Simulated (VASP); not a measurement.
A run of VASP 6.6.1:

Contents of INCAR:

```
PREC     = Accurate       # precision mode
ENCUT    = 520            # plane-wave cutoff, eV
EDIFF    = 1E-6           # SCF threshold, eV
ISMEAR   = 0              # smearing method
SIGMA    = 0.05           # smearing width, eV
LREAL    = False          # projectors in reciprocal space
LASPH    = True           # aspherical terms in the spheres
NELM     = 150            # most SCF steps
ALGO     = Normal         # electronic algorithm
ISIF     = 2              # what is computed and relaxed
LWAVE    = False          # write WAVECAR
LCHARG   = False          # write CHGCAR
ISPIN    = 2              # spin polarisation
MAGMOM   = 0 0 0 0 1      # initial moments
LORBIT   = 11             # projections on sites
LDIPOL   = True         
IDIPOL   = 3            
DIPOL    = 0.5 0.5 0.304
GGA      = PE             # functional
IVDW     = 12             # dispersion correction
NBANDS   = 32             # bands
```

Contents of KPOINTS:

```
regular mesh
0
Gamma
  7 7 1
```

Contents of POSCAR:

```
Sn2HO2
1.0
    3.8201629938      0.0000000000      0.0000000000
    0.0000000000      3.8201629938      0.0000000000
    0.0000000000      0.0000000000     19.4630415395
Sn O H
2 2 1
Direct
    0.7500000000      0.2500000000      0.2055177240
    0.2500000000      0.7500000000      0.3269294538
    0.2500000000      0.2500000000      0.2662235889
    0.7500000000      0.7500000000      0.2662235889
    0.5000000000      1.0000000000      0.4553780313
```

Potentials or basis: VASP PAW PBE potentials, release 64 (Sn_d, O, H).

Run with:

```sh
$ cat potpaw_PBE.64/Sn_d/POTCAR potpaw_PBE.64/O/POTCAR potpaw_PBE.64/H/POTCAR > POTCAR
$ mpirun -np 1 vasp_std > vasp.out
```

Hardware: 1 thread of Oxide Virtual Turin-like Processor, on a shared host.

Q: How long does it take, and how much memory?

A: It took 33 min on 1 thread of Oxide Virtual Turin-like Processor (shared host), peak memory 0.54 GiB. Counts: scf iterations 121, k points 16.
